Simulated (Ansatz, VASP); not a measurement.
# Two plane-wave programs on K

```
CELL_PARAMETERS angstrom
6.07027 -4.74723 0.00000
6.07027 4.74723 0.00000
0.00000 0.00000 9.58529
ATOMIC_POSITIONS crystal
K 0.75010 0.75010 0.50000
K 0.24990 0.24990 0.50000
K 0.24989 0.75011 0.25004
K 0.74989 0.25011 0.24996
K 0.74990 0.74990 0.00000
K 0.25010 0.25010 0.00000
K 0.25011 0.74989 0.75004
K 0.75011 0.24989 0.74996
```

Alike in both runs: functional PBE; dispersion D3(BJ); k mesh 6 × 6 × 4; occupations gaussian, width 0.1 eV; no spin polarisation.

Ansatz relaxed the structure, and its values are those at the end. VASP's run is a single point on that final structure, the one shown.

|  | VASP | Ansatz |
| --- | --- | --- |
| version | VASP 6.6.1 | Ansatz 0.2.0 |
| potentials or method | VASP PAW PBE potentials, release 64 (K_sv), cutoff 520 eV | scalar-relativistic, plane waves, PAW |
| valence electrons in the cell | 72 | 72 |

```csv
,VASP,Ansatz,Ansatz less VASP
gap on the k mesh at the Fermi level (eV),none,none,-
pressure (GPa),0.0,0.0,+0.01
```

A gap of «none» marks a metal or a gap that the smearing closes.
